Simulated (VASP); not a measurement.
# ZnSiP2 (I-42d) in VASP: a series of runs

ZnSiP2 is run at these levels: PBE; tasks: single point, relaxation of cell and atoms.

All numbers are computed with VASP 6.6.1; they aren't measurements. Logs are shortened: lines on timing, memory, paths and dates and some standing lists are left out, and cuts for length are marked.

## (1) The cell of the first run

Symmetry: I-42d, No. 122, tetragonal system. The conventional cell has a = 5.418 Å, b = 5.418 Å, c = 10.538 Å, α = 90.00°, β = 90.00°, γ = 90.00°. Zn (site symmetry -4) has 4 P at 2.38 Å within 3.1 Å. Within 3.0 Å of Si (site symmetry -4) lie 4 P at 2.27 Å. P (site symmetry 2) has 2 Si at 2.27 Å and 2 Zn at 2.38 Å within 3.0 Å.

## (2) Single point, PBE

The input, INCAR:

```
ALGO = Normal ; EDIFF = 1E-6
ENCUT = 500 ; GGA = PE
GGA_COMPAT = F ; ISIF = 2
ISMEAR = -1 ; LASPH = T
LCHARG = F ; LREAL = F
LWAVE = F ; NBANDS = 36
NELM = 120 ; PREC = Accurate
SIGMA = 0.02
```

The input, KPOINTS:

```
k-points
0
Gamma
  6 6 6
```

The input, POSCAR:

```
ZnSiP2
1.0
   -2.7089189362      2.7089189362      5.2687930337
    2.7089189362     -2.7089189362      5.2687930337
    2.7089189362      2.7089189362     -5.2687930337
Zn Si P
2 2 4
Direct
    0.0000000000      0.0000000000      0.0000000000
    0.7500000000      0.2500000000      0.5000000000
    0.5000000000      0.5000000000      0.0000000000
    0.2500000000      0.7500000000      0.5000000000
    0.3750000000      0.3922501144      0.5172501144
    0.8750000000      0.8577498856      0.4827498856
    0.6077498856      0.1250000000      0.9827498856
    0.1422501144      0.6250000000      0.0172501144
```

Potentials or basis: VASP PAW PBE potentials, release 64 (Zn, Si, P).

The run is started by

```console
$ cat potpaw_PBE.64/Zn/POTCAR potpaw_PBE.64/Si/POTCAR potpaw_PBE.64/P/POTCAR > POTCAR
$ mpirun -np 1 vasp_std > vasp.out
```

OUTCAR:

```text
EDIFF = 1E-6
   ENCUT = 500
   GGA = PE
   ISIF = 2
   ISMEAR = -1
   LASPH = T
   LREAL = F
   NELM = 120
   PREC = Accurate

 ion  position               nearest neighbor table
   1  0.000  0.000  0.000-   7 2.38   6 2.38   8 2.38   5 2.38
   2  0.750  0.250  0.500-   6 2.38   7 2.38   8 2.38   5 2.38
   3  0.500  0.500  0.000-   5 2.27   6 2.27   7 2.27   8 2.27
   4  0.250  0.750  0.500-   5 2.27   6 2.27   7 2.27   8 2.27
   5  0.375  0.392  0.517-   3 2.27   4 2.27   2 2.38   1 2.38
   6  0.875  0.858  0.483-   3 2.27   4 2.27   1 2.38   2 2.38
   7  0.608  0.125  0.983-   3 2.27   4 2.27   2 2.38   1 2.38
   8  0.142  0.625  0.017-   3 2.27   4 2.27   1 2.38   2 2.38

  LATTYP: Found a body centered tetragonal cell.
 ALAT       =     5.4178378724
 C/A-ratio  =     1.9449799561

  Lattice vectors:

 A1 = (  -2.7089189362,   2.7089189362,   5.2687930337)
 A2 = (   2.7089189362,  -2.7089189362,   5.2687930337)
 A3 = (   2.7089189362,   2.7089189362,  -5.2687930337)

Analysis of symmetry for initial positions (statically):
=====================================================================
 Subroutine PRICEL returns:
 Original cell was already a primitive cell.

 Routine SETGRP: Setting up the symmetry group for a
 body centered tetragonal supercell.

 Subroutine GETGRP returns: Found  8 space group operations
 (whereof  4 operations were pure point group operations)
 out of a pool of 16 trial point group operations.

The static configuration has the point symmetry S_4 .
 The point group associated with its full space group is D_2d.

Analysis of symmetry for dynamics (positions and initial velocities):
=====================================================================
 Subroutine PRICEL returns:
 Original cell was already a primitive cell.

 Routine SETGRP: Setting up the symmetry group for a
 body centered tetragonal supercell.

 Subroutine GETGRP returns: Found  8 space group operations
 (whereof  4 operations were pure point group operations)
 out of a pool of 16 trial point group operations.

The dynamic configuration has the point symmetry S_4 .
 The point group associated with its full space group is D_2d.

 Subroutine INISYM returns: Found  8 space group operations
 (whereof  4 operations are pure point group operations),
 and found     1 'primitive' translations

----------------------------------------------------------------------------------------

                                     Primitive cell

  volume of cell :     154.6547

  direct lattice vectors                    reciprocal lattice vectors
    -2.708918936  2.708918936  5.268793034     0.000000000  0.184575475  0.094898395
     2.708918936 -2.708918936  5.268793034     0.184575475  0.000000000  0.094898395
     2.708918936  2.708918936 -5.268793034     0.184575475  0.184575475  0.000000000

  length of vectors
     6.514342917  6.514342917  6.514342917     0.207542312  0.207542312  0.261029140

  position of ions in fractional coordinates (direct lattice)
     0.000000000  0.000000000  0.000000000
     0.750000000  0.250000000  0.500000000
     0.500000000  0.500000000  0.000000000
     0.250000000  0.750000000  0.500000000
     0.375000000  0.392250114  0.517250114
     0.875000000  0.857749886  0.482749886
     0.607749886  0.125000000  0.982749886
     0.142250114  0.625000000  0.017250114

  ion indices of the primitive-cell ions
   primitive index   ion index
                 1           1
                 2           2
                 3           3
                 4           4
                 5           5
                 6           6
                 7           7
                 8           8

----------------------------------------------------------------------------------------

 KPOINTS: k-points

Automatic generation of k-mesh.
 Grid dimensions read from file:
 generate k-points for:    6    6    6

 Generating k-lattice:

  Cartesian coordinates                     Fractional coordinates (reciprocal lattice)
     0.000000000  0.030762579  0.015816399     0.166666667 -0.000000000  0.000000000
     0.030762579  0.000000000  0.015816399    -0.000000000  0.166666667  0.000000000
     0.030762579  0.030762579  0.000000000     0.000000000  0.000000000  0.166666667

  Length of vectors
     0.034590385  0.034590385  0.043504857

  Shift w.r.t. Gamma in fractional coordinates (k-lattice)
     0.000000000  0.000000000  0.000000000

 Subroutine IBZKPT returns following result:
 ===========================================

 Found     30 irreducible k-points:

 Following reciprocal coordinates:
            Coordinates               Weight
  0.000000  0.000000  0.000000      1.000000
  0.166667  0.000000 -0.000000      8.000000
  0.333333 -0.000000  0.000000      8.000000
  0.500000  0.000000 -0.000000      4.000000
  0.166667  0.166667 -0.000000      8.000000
  0.333333  0.166667 -0.000000     16.000000
[... 16 lines left out ...]
 -0.333333 -0.333333  0.166667      8.000000
 -0.166667 -0.333333  0.166667      8.000000
 [... further k-points ...]
   k-points           NKPTS =     30   k-points in BZ     NKDIM =     30   number of bands    NBANDS=     36
   number of dos      NEDOS =    301   number of ions     NIONS =      8
   total plane-waves  NPLWV = 110592
   dimension x,y,z NGX =    48 NGY =   48 NGZ =   48
   dimension x,y,z NGXF=    96 NGYF=   96 NGZF=   96
   ions per type =               2   2   4
   NGX,Y,Z   is equivalent  to a cutoff of  12.25, 12.25, 12.25 a.u.
   NGXF,Y,Z  is equivalent  to a cutoff of  24.50, 24.50, 24.50 a.u.
 SYSTEM =  unknown system
   PREC   = accura    normal or accurate (medium, high low for compatibility)
   ISTART =      0    job   : 0-new  1-cont  2-samecut
   ICHARG =      2    charge: 1-file 2-atom 10-const
   ISPIN  =      1    spin polarized calculation?
   LNONCOLLINEAR =      F non collinear calculations
   LSORBIT =      F    spin-orbit coupling
   LASPH  =      T    aspherical Exc in radial PAW
   ENCUT  =  500.0 eV  36.75 Ry    6.06 a.u.  11.88 11.88 11.88*2*pi/ulx,y,z
   NELM   =    120;   NELMIN=  2; NELMDL= -5     # of ELM steps
   EDIFF  = 0.1E-05   stopping-criterion for ELM
   LREAL  =      F    real-space projection
   EDIFFG = 0.1E-04   stopping-criterion for IOM
   NSW    =      0    number of steps for IOM
   IBRION =     -1    ionic relax: 0-MD 1-quasi-New 2-CG
   NFREE  =      0    steps in history (QN), initial steepest desc. (CG)
   ISIF   =      2    stress and relaxation
   ISYM   =      2    0-nonsym 1-usesym 2-fastsym
   POTIM  = 0.5000    time-step for ionic-motion
   TEBEG  =    0.0;   TEEND  =   0.0 temperature during run
   PSTRESS=    0.0 pullay stress
   NELECT =      52.0000    total number of electrons
   NUPDOWN=      -1.0000    fix difference up-down
   EMIN   =  10.00;   EMAX   =-10.00  energy-range for DOS
   EFERMI =   0.00;   METHOD = LEGACY
   ISMEAR =    -1;   SIGMA  =   0.02  broadening in eV -4-tet -1-fermi 0-gaus
   EFERMI_NEDOS =   21; number of points for ismear=-14 and -15
   IALGO  =     38    algorithm
   IMIX   =      4    mixing-type and parameters
     AMIX     =   0.40;   BMIX     =  1.00
     AMIX_MAG =   1.60;   BMIX_MAG =  1.00
  volume/ion in A,a.u.               =      19.33       130.46
  Fermi-wavevector in a.u.,A,eV,Ry     =   1.138383  2.151231 17.631992  1.295915
  Thomas-Fermi vector in A             =   2.275087
   LORBIT       =      0    0 simple, 1 ext, 2 COOP (PROOUT), +10 PAW based schemes
   GGA     = PE    functional components
   LHFCALC =     F    Hartree Fock is set to
   AEXX    =    0.0000 exact exchange contribution
   IVDW    =     0    specifies the selected vdW correction
   LEPSILON=     F    determine dielectric tensor
   LRPA    =     F    only Hartree local field effects (RPA)
 non-spin polarized calculation
  energy-cutoff  :      500.00
  volume of cell :      154.65
 maximum number of plane-waves:      3946
   NGX = 23   NGY = 23   NGZ = 23

 number of electron      51.9999998 magnetization

 Free energy of the ion-electron system (eV)
  ---------------------------------------------------
  ext. energy  EPLUGINS =         0.00000000
  ---------------------------------------------------
  free energy    TOTEN  =       -37.20483804 eV

  energy without entropy =      -37.20483804  energy(sigma->0) =      -37.20483804

 E-fermi :   4.8215     XC(G=0):  -9.7062

 val. band max:        4.4202012822   @ k =   0.0000   0.0000   0.0000
 cond. band min:       5.7778770832   @ k =   0.0000   0.0000   0.0000
 fundamental gap:      1.3576758010
 Fermi energy:         4.8214898332

 k-point     1 :       0.0000    0.0000    0.0000
  band No.  band energies     occupation
      1      -8.4733      2.00000
      2      -5.6133      2.00000
      3      -5.6091      2.00000
      4      -5.6091      2.00000
      5      -4.0838      2.00000
      6      -2.3075      2.00000
[... 28 lines left out ...]
     35       9.5550      0.00000
     36       9.9288      0.00000

 k-point     2 :       0.1667    0.0000   -0.0000
  band No.  band energies     occupation
      1      -8.3511      2.00000
      2      -5.9071      2.00000
      3      -5.7044      2.00000
      4      -5.6560      2.00000
      5      -3.8105      2.00000
      6      -2.3830      2.00000
[... 28 lines left out ...]
     35       9.4793      0.00000
     36      10.2279      0.00000

 k-point     3 :       0.3333   -0.0000    0.0000
  band No.  band energies     occupation
      1      -8.0152      2.00000
      2      -6.4999      2.00000
      3      -5.8605      2.00000
      4      -5.7577      2.00000
      5      -3.3913      2.00000
      6      -2.5647      2.00000
[... 28 lines left out ...]
     35       9.5926      0.00000
     36      10.2755      0.00000
[... 742 lines left out ...]
 k-point    23 :      -0.3333   -0.3333    0.1667
  band No.  band energies     occupation
      1      -7.8740      2.00000
      2      -6.7865      2.00000
      3      -5.8558      2.00000
      4      -5.8286      2.00000
      5      -3.0806      2.00000
      6      -2.6235      2.00000
[... 28 lines left out ...]
     35       9.4868      0.00000
     36      10.3134      0.00000

 k-point    24 :      -0.1667   -0.3333    0.1667
  band No.  band energies     occupation
      1      -8.1372      2.00000
      2      -6.4567      2.00000
      3      -5.8103      2.00000
      4      -5.6553      2.00000
      5      -3.3475      2.00000
      6      -2.5192      2.00000
[... 28 lines left out ...]
     35       9.1127      0.00000
     36       9.7465      0.00000

 [... further k-points ...]

------------------------ aborting loop because EDIFF is reached ----------------------------------------

  FORCE on cell =-STRESS in cart. coord.  units (eV):
  Direction    XX          YY          ZZ          XY          YZ          ZX
  --------------------------------------------------------------------------------------
  -------------------------------------------------------------------------------------
  Total        0.0393950      0.0393950      0.0355355      0.0000000     -0.0000000      0.0000000
  in kB        0.4081208      0.4081208      0.3681372      0.0000000     -0.0000000      0.0000000
  external PRESSURE =       0.3947929 kB  Pullay stress =       0.0000000 kB

 VOLUME and BASIS-vectors are now :
 -----------------------------------------------------------------------------
  energy-cutoff  :      500.00
  volume of cell :      154.65
      direct lattice vectors                 reciprocal lattice vectors
    -2.708918936  2.708918936  5.268793034     0.000000000  0.184575475  0.094898395
     2.708918936 -2.708918936  5.268793034     0.184575475  0.000000000  0.094898395
     2.708918936  2.708918936 -5.268793034     0.184575475  0.184575475  0.000000000

 POSITION                                       TOTAL-FORCE (eV/Angst)
 -----------------------------------------------------------------------------------
      0.00000      0.00000      0.00000         0.000000      0.000000      0.000000
      0.00000      2.70892      2.63440         0.000000     -0.000000      0.000000
      0.00000      0.00000      5.26879         0.000000      0.000000     -0.000000
      2.70892      0.00000      2.63440         0.000000      0.000000     -0.000000
      1.44792      1.35446      1.31720         0.032315     -0.000000     -0.000000
      1.26100      1.35446      6.58599        -0.032315      0.000000     -0.000000
      1.35446      3.96992     -1.31720         0.000000     -0.032315     -0.000000
      1.35446     -1.26100      3.95159         0.000000      0.032315     -0.000000
 -----------------------------------------------------------------------------------
    total drift:                                0.000001      0.000001     -0.000002

  FREE ENERGIE OF THE ION-ELECTRON SYSTEM (eV)
  ---------------------------------------------------
  free  energy   TOTEN  =       -37.2048380414 eV

  energy  without entropy=      -37.2048380414  energy(sigma->0) =      -37.20483804
```

Run time: 4.3 min. Hardware: 1 thread of Oxide Virtual Turin-like, shared host; peak memory 0.36 GiB.

What came out:

| Quantity | Value |
| --- | --- |
| Free energy | -37.2048 eV |
| Pressure | 0.0 GPa |
| Largest force | 0.032 eV/Å |
| Band gap on the k mesh | 1.36 eV |

Forces on the atoms (eV/Å):
```
Zn   0.000  0.000  0.000
Zn   0.000  0.000  0.000
Si   0.000  0.000  0.000
Si   0.000  0.000  0.000
P    0.032  0.000  0.000
P   -0.032  0.000  0.000
P    0.000 -0.032  0.000
P    0.000  0.032  0.000
```

A k mesh can miss the band edges.

## (3) Relaxation of cell and atoms, PBE

This run uses another cell than the first one, of 18.88 Å³/atom.

The input, INCAR:

```
SYSTEM = ZnSiP2
PREC     = Accurate       ! precision mode
ENCUT    = 500            ! plane-wave cutoff, eV
EDIFF    = 1E-7           ! SCF threshold, eV
ISMEAR   = -1             ! smearing method
SIGMA    = 0.02           ! smearing width, eV
LREAL    = .FALSE.        ! projectors in reciprocal space
LASPH    = .TRUE.         ! aspherical terms in the spheres
NELM     = 120            ! most SCF steps
ALGO     = Normal         ! electronic algorithm
ISIF     = 3              ! what is computed and relaxed
LWAVE    = .FALSE.        ! write WAVECAR
LCHARG   = .FALSE.        ! write CHGCAR
GGA      = PE             ! functional
IBRION   = 2              ! ionic algorithm
NSW      = 80             ! ionic steps
EDIFFG   = -0.005         ! ionic threshold
GGA_COMPAT= .FALSE.      
NELMIN   = 4
```

The input, KPOINTS:

```
regular mesh
0
G
  6 6 6
  0 0 0
```

The input, POSCAR:

```
ZnSiP2
1.0
   -2.6867032364      2.6867032364      5.2300306318
    2.6867032364     -2.6867032364      5.2300306318
    2.6867032364      2.6867032364     -5.2300306318
Zn Si P
2 2 4
Direct
    0.0000000000      0.0000000000      0.0000000000
    0.7500000000      0.2500000000      0.5000000000
    0.5000000000      0.5000000000      0.0000000000
    0.2500000000      0.7500000000      0.5000000000
    0.3750000000      0.3923012000      0.5173012000
    0.8750000000      0.8576988000      0.4826988000
    0.6076988000      0.1250000000      0.9826988000
    0.1423012000      0.6250000000      0.0173012000
```

Potentials or basis: VASP PAW PBE potentials, release 64 (Zn, Si, P).

The run is started by

```console
$ cat potpaw_PBE.64/Zn/POTCAR potpaw_PBE.64/Si/POTCAR potpaw_PBE.64/P/POTCAR > POTCAR
$ mpirun -np 1 vasp_std > vasp.out
```

Wall time 26 min (1 thread of Oxide Virtual Turin-like, shared host); peak memory 0.37 GiB.

It converged, with:

```yaml
Free_energy: -37.2044 eV
Relaxed_volume: 19.34 Å³/atom
Relaxed_cell: a = 6.515 Å, b = 6.515 Å, c = 6.515 Å, α = 130.85°, β = 130.85°, γ = 72.05°
Space_group_after_relaxing_to_0.1_Å: I-42d (No. 122)
Energy_gained_by_relaxing: 3.1 meV/atom
Ionic_steps: 8
Pressure_after_relaxing: 0.0 GPa
Band_gap_on_the_k_mesh: 1.36 eV
```

Step by step:
```tsv
step	energy change (eV)	largest force (eV/Å)	pressure (GPa)	volume (Å³)
1	0.0000	0.0225	2.19	151.01
2	-0.0175	0.0672	-1.09	156.72
3	-0.0246	0.0368	0.01	154.68
4	-0.0246	0.0381	-0.03	154.75
5	-0.0248	0.0186	-0.04	154.79
6	-0.0248	0.0005	-0.04	154.82
7	-0.0248	0.0005	-0.04	154.81
8	-0.0249	0.0008	0.02	154.71
```

Final structure:
```cif
data_structure
_symmetry_space_group_name_H-M 'P 1'
_symmetry_Int_Tables_number 1
_cell_length_a 6.5148
_cell_length_b 6.5148
_cell_length_c 6.5148
_cell_angle_alpha 130.851
_cell_angle_beta 130.851
_cell_angle_gamma 72.050
_cell_volume 154.71
loop_
_atom_site_label
_atom_site_type_symbol
_atom_site_fract_x
_atom_site_fract_y
_atom_site_fract_z
_atom_site_occupancy
Zn1 Zn 0.00000 0.00000 0.00000 1
Zn2 Zn 0.75000 0.25000 0.50000 1
Si1 Si 0.50000 0.50000 0.00000 1
Si2 Si 0.25000 0.75000 0.50000 1
P1 P 0.37500 0.39278 0.51778 1
P2 P 0.87500 0.85722 0.48222 1
P3 P 0.60722 0.12500 0.98222 1
P4 P 0.14278 0.62500 0.01778 1
```

Levels at points of the mesh, in eV from the valence-band top:
| k point | band 23 | band 24 | band 25 | band 26 | band 27 | band 28 | band 29 | band 30 |
| --- | --- | --- | --- | --- | --- | --- | --- | --- |
| (0.00, 0.00, 0.00) | -2.27 | -0.13 | -0.13 | 0.00 | 1.36 | 1.92 | 2.44 | 3.30 |
| (0.50, 0.00, 0.00) | -2.12 | -1.70 | -1.40 | -0.75 | 2.74 | 2.88 | 2.93 | 4.19 |
| (0.50, 0.50, 0.00) | -1.02 | -1.02 | -0.54 | -0.54 | 1.92 | 1.92 | 3.13 | 3.13 |
| (0.50, 0.50, 0.50) | -1.85 | -1.85 | -1.07 | -1.07 | 1.57 | 1.57 | 1.74 | 1.74 |

A k mesh can miss the band edges.
